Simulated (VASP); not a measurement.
Write the native input for VASP 6.6.1 that does the following.

* Task: single point
* Functional: PBE
* Potentials or basis: VASP PAW PBE potentials, release 64 (Rh_pv)
* Cutoff: 400 eV
* k mesh: 2 × 2 × 2
* Occupations: methfessel-paxton, width 0.1 eV
* Spin: no spin polarisation
* Dipole correction: no
* Further INCAR settings: ALGO = Normal; EDIFF = 1e-06; NBANDS = 70

The structure of Rh lies in POSCAR:

```
Rh
1.0
    0.0000000000      3.7957000000      3.7957000000
    3.7957000000      0.0000000000      3.7957000000
    3.7957000000      3.7957000000      0.0000000000
Rh
8
Direct
    0.0001015623      0.0052036515      0.0027880233
    0.0150450510     -0.0145141871      0.4950495297
   -0.0056500777      0.4917709513      0.0034997497
    0.0011073056      0.5062939642      0.4871544116
    0.4976319256      0.0060901810     -0.0000976105
    0.4951172379      0.0036674395      0.5007167321
    0.4954312775      0.5011738283      0.0041490371
    0.4998440340      0.5062623495      0.5050349079
```

The input as run:

INCAR

```
SYSTEM = Rh
  PREC = Accurate
  ENCUT = 400
  EDIFF = 1E-6
  ISMEAR = 1
  SIGMA = 0.1
  LREAL = .FALSE.
  LASPH = .TRUE.
  NELM = 120
  ALGO = Normal
  ISIF = 2
  LWAVE = .FALSE.
  LCHARG = .TRUE.
  GGA = PE
  LELF = .TRUE.
  LVHAR = .TRUE.
  NBANDS = 70
  GGA_COMPAT = .FALSE.
```

KPOINTS

```
Automatic mesh
0
G
  2 2 2
  0 0 0
```

Potentials or basis: VASP PAW PBE potentials, release 64 (Rh_pv).

Run with:

```bash
$ cat potpaw_PBE.64/Rh_pv/POTCAR > POTCAR
$ mpirun -np 1 vasp_std > vasp.out
```

It gave:

```
Pressure               : 0.1 GPa
Largest force          : 2.244 eV/Å
Band gap on the k mesh : zero (bands 60 and 61 overlap by 1.73 eV)
```

Caveat: the k points lie up to 0.72 Å⁻¹ apart, too coarse for converged energies and pressures of a metal; forces of over 1 eV/Å act on the atoms, so gaps and moduli don't describe the material at rest.

Run time: 58 s on 1 thread of AMD EPYC 7R13 Processor (Zen 3), on a shared host, peak memory 0.17 GiB.
